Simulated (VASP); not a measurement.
Write the native input for VASP 6.6.1 that does the following.

```yaml
Task: single point
Functional: PBEsol
Potentials_or_basis: VASP PAW PBE potentials, release 64 (Ti_sv, Al)
Cutoff: 520 eV
k_mesh: 14 × 10 × 10
Occupations: gaussian, width 0.1 eV
Spin: no spin polarisation
Dipole_correction: no
Further_INCAR_settings: ALGO = Fast; EDIFF = 1e-06; NBANDS = 18
```

The structure of TiAl3 lies in POSCAR:

```
TiAl3
1.0
    2.7816017873      0.0000000000      0.0000000000
    0.0000000000      4.6710903826      0.0000000000
    0.0000000000      0.0000000000      4.8936301321
Ti Al
1 3
Direct
    0.0000000000      0.5000000000      0.1631796141
    0.5000000000      0.5000000000      0.6640540680
    0.5000000000      0.0000000000      0.3331085259
    0.0000000000      0.0000000000      0.8396567919
```

These files were run (other wordings do the same):

INCAR

```
  PREC = Accurate
  ENCUT = 520
  EDIFF = 1E-6
  ISMEAR = 0
  SIGMA = 0.1
  LREAL = F
  LASPH = T
  NELM = 80
  ALGO = Fast
  ISIF = 2
  LWAVE = F
  LCHARG = F
  GGA = PS
  NBANDS = 18
```

KPOINTS

```
regular mesh
0
Gamma
  14 10 10
```

Potentials or basis: VASP PAW PBE potentials, release 64 (Ti_sv, Al).

Command:

```console
$ cat potpaw_PBE.64/Ti_sv/POTCAR potpaw_PBE.64/Al/POTCAR > POTCAR
$ mpirun -np 1 vasp_std > vasp.out
```

It gave:

```json
{
  "Pressure": "0.0 GPa",
  "Band gap on the k mesh": "zero (an odd number of electrons rules out a gap without spin polarisation)"
}
```

Caveat: the PAW data sets were made with another functional, which shifts forces and pressure a little.

It took 7.5 min on 1 thread of Intel(R) Xeon(R) Platinum 8124M CPU @ 3.00GHz (Skylake/Cascade Lake), on a shared host, peak memory 0.42 GiB.
